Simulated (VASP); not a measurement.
Set up this calculation in VASP 6.6.1, as the native input.

| Quantity | Value |
| --- | --- |
| Task | single point |
| Functional | PBE |
| Potentials or basis | VASP PAW PBE potentials, release 64 (Si, Sn_d) |
| Cutoff | 520 eV |
| k mesh | 6 × 6 × 2 |
| Occupations | gaussian, width 0.1 eV |
| Spin | no spin polarisation |
| Dipole correction | no |
| Further INCAR settings | ALGO = Normal; EDIFF = 1e-06; NBANDS = 41 |

The structure of SiSn2 lies in POSCAR:

```
SiSn2
1.0
    4.0667785000      0.0000000000      0.0000000000
   -2.0333892500      3.5219334900      0.0000000000
    0.0000000000      0.0000000000      9.9615322100
Si Sn
2 4
Direct
    0.0000000000      0.0000000000      0.3750000000
    0.0000000000      0.0000000000      0.6250000000
    0.3333333300      0.6666666700      0.0416666700
    0.6666666700      0.3333333300      0.7083333300
    0.3333333300      0.6666666700      0.2916666700
    0.6666666700      0.3333333300      0.9583333300
```

These files were run (other wordings do the same):

INCAR

```
  PREC = Accurate
  ENCUT = 520
  EDIFF = 1E-6
  ISMEAR = 0
  SIGMA = 0.1
  LREAL = F
  LASPH = T
  NELM = 100
  ALGO = Normal
  ISIF = 2
  LWAVE = F
  LCHARG = F
  GGA = PE
  NBANDS = 41
```

KPOINTS

```
Automatic mesh
0
Gamma
  6 6 2
```

Potentials or basis: VASP PAW PBE potentials, release 64 (Si, Sn_d).

The run is started by

```sh
$ cat potpaw_PBE.64/Si/POTCAR potpaw_PBE.64/Sn_d/POTCAR > POTCAR
$ mpirun -np 1 vasp_std > vasp.out
```

It gave:

```json
{
 "Pressure": "24.2 GPa",
 "Largest force": "2.745 eV/Å",
 "Band gap on the k mesh": "0.39 eV, indirect (least direct gap 0.74 eV)"
}
```

Caveat: spin-orbit coupling is left out, which moves the levels of the heavy elements; forces of over 1 eV/Å act on the atoms, so gaps and moduli don't describe the material at rest.

Wall time 62 s on 1 thread of Intel(R) Xeon(R) Platinum 8488C (Sapphire Rapids), with other jobs on the host, peak memory 0.27 GiB.
